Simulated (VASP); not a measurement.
Sn2Ge:

```
Ge Sn
1.0
     4.33288    0.00000    0.00000
    -2.16644    3.75238    0.00000
     0.00000    0.00000   10.61333
Ge Sn
2 4
Direct
  0.66667 0.33333 0.54167
  0.33333 0.66667 0.45833
  0.33333 0.66667 0.20833
  0.00000 0.00000 0.87500
  0.00000 0.00000 0.12500
  0.66667 0.33333 0.79167
```

* Program: VASP 6.6.1
* Task: relaxation of cell and atoms
* Functional: PBE
* Potentials or basis: VASP PAW PBE potentials, release 64 (Ge_d, Sn_d)
* Cutoff: 600 eV
* k mesh: 6 × 6 × 2
* Occupations: fermi-dirac, width 0.02 eV
* Spin: no spin polarisation

At the start: pressure 8.0 GPa; volume 28.76 Å³/atom.

Problem. Where does the relaxation end?

Solution. Over 27 steps the energy falls by 138.3 meV/atom and the volume is 32.58 Å³/atom (+13.3 %); space group P-3m1 (No. 164, to 0.05 Å).

The path:
| step | energy change (eV) | largest force (eV/Å) | pressure (GPa) | volume (Å³) |
| --- | --- | --- | --- | --- |
| 1 | 0.0000 | 1.2958 | 8.03 | 172.56 |
| 2 | -0.6133 | 0.4060 | -2.27 | 211.09 |
| 3 | -0.6851 | 0.5792 | -0.41 | 199.90 |
| 4 | -0.7407 | 0.5259 | -0.32 | 198.78 |
| 5 | -0.8152 | 0.3345 | 0.07 | 195.42 |
| 6 | -0.8211 | 0.2014 | 0.01 | 195.27 |
| 7 | -0.8287 | 0.0358 | 0.01 | 195.34 |
| 8 | -0.8287 | 0.0343 | 0.02 | 195.34 |
| 9 | -0.8294 | 0.0149 | -0.04 | 195.50 |
| 10 | -0.8295 | 0.0080 | -0.05 | 195.57 |
| 11 | -0.8295 | 0.0095 | -0.06 | 195.60 |
| 12 | -0.8295 | 0.0135 | 0.09 | 195.12 |
| 13 | -0.8296 | 0.0134 | 0.00 | 195.32 |
| 14 | -0.8296 | 0.0118 | 0.02 | 195.31 |
| 15 | -0.8296 | 0.0140 | -0.02 | 195.32 |
| 16 | -0.8296 | 0.0059 | 0.03 | 195.24 |
| 17 | -0.8296 | 0.0084 | 0.02 | 195.28 |
| 18 | -0.8296 | 0.0040 | 0.01 | 195.32 |
| 19 | -0.8296 | 0.0041 | 0.01 | 195.35 |
| 20 | -0.8296 | 0.0104 | -0.01 | 195.41 |
| 21 | -0.8296 | 0.0056 | 0.00 | 195.36 |
| 22 | -0.8296 | 0.0083 | -0.02 | 195.39 |
| 23 | -0.8296 | 0.0052 | 0.01 | 195.37 |
| 24 | -0.8296 | 0.0069 | -0.02 | 195.38 |
| 25 | -0.8296 | 0.0051 | 0.02 | 195.37 |
| 26 | -0.8296 | 0.0060 | 0.01 | 195.37 |
| 27 | -0.8296 | 0.0044 | -0.02 | 195.46 |

Final structure:
```
Ge Sn
1.0
     4.51073    0.00000    0.00000
    -2.25537    3.90641    0.00000
     0.00000    0.00000   11.09241
Ge Sn
2 4
Direct
  0.66667 0.33333 0.53076
  0.33333 0.66667 0.46924
  0.33333 0.66667 0.22574
  0.00000 0.00000 0.87112
  0.00000 0.00000 0.12888
  0.66667 0.33333 0.77426
```
